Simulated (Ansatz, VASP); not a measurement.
One calculation of Hf, two programs

The input POSCAR:

```
Hf
1.0
    0.0000000000      2.3256973569      2.3256973569
    2.3256973569      0.0000000000      2.3256973569
    2.3256973569      2.3256973569      0.0000000000
Hf
1
Direct
    0.0000000000      0.0000000000      0.0000000000
```

The input INCAR.step1:

```
SYSTEM = Hf
ALGO = Normal
EDIFF = 1E-4
ENCUT = 520
GGA = PE
ISMEAR = -1
LASPH = .True.
LCHARG = .False.
LREAL = .False.
LWAVE = .True.
NBANDS = 11
NELM = 100
PREC = Accurate
SIGMA = 0.1
```

INCAR.step2

```
SYSTEM = Hf
ALGO = Normal
EDIFF = 1E-7
ENCUT = 520
ISIF = 2
ISMEAR = -1
ISTART = 1
LASPH = .True.
LCHARG = .False.
LMIXTAU = .True.
LREAL = .False.
LWAVE = .False.
METAGGA = R2SCAN
NBANDS = 11
NELM = 100
PREC = Accurate
SIGMA = 0.1
```

File KPOINTS:

```
k-points
0
Gamma
  14 14 14
  0 0 0
```

Input for Ansatz:

```yaml
crystal:
  lattice:
    - [0.0, 2.3256973569, 2.3256973569]
    - [2.3256973569, 0.0, 2.3256973569]
    - [2.3256973569, 2.3256973569, 0.0]
  atoms:
    - { symbol: Hf, position: [0.0, 0.0, 0.0] }
hamiltonian:
  xc: r2scan
  pseudopotentials:
    kind: paw
    azcp:
      Hf: "pseudopotentials/Hf.paw.azcp"
basis:
  ecutwfc: 500
  fft_grid_basis: typed
kpoints:
  mp_grid: { grid: [14, 14, 14], shift: [0, 0, 0] }
magnetization:
  spin_polarized: false
scf:
  occupations: { method: fermi_dirac, width: 0.1 }
  lower_state_search: "off"
output:
  stress: true
```

Alike in both runs: task single point; functional r2SCAN; k mesh 14 × 14 × 14; occupations fermi-dirac, width 0.1 eV; no spin polarisation.

|  | VASP | Ansatz |
| --- | --- | --- |
| version | VASP 6.6.1 | Ansatz 0.2.0 |
| potentials or method | VASP PAW PBE potentials, release 64 (Hf_pv), cutoff 520 eV | plane waves (500 eV) with PAW, scalar-relativistic |
| valence electrons in the cell | 10 | 26 |

Ansatz gave:

- pressure (GPa): -9.9

Q: What did VASP give for the same quantities?

A: Pressure (GPa): -10.4.

VASP's potentials were made for PBE, not for r2SCAN. VASP's potentials hold 10 valence electrons a cell and Ansatz's 26, so a difference there can come from the potentials and not from the codes.

Neither program's run includes spin-orbit coupling.
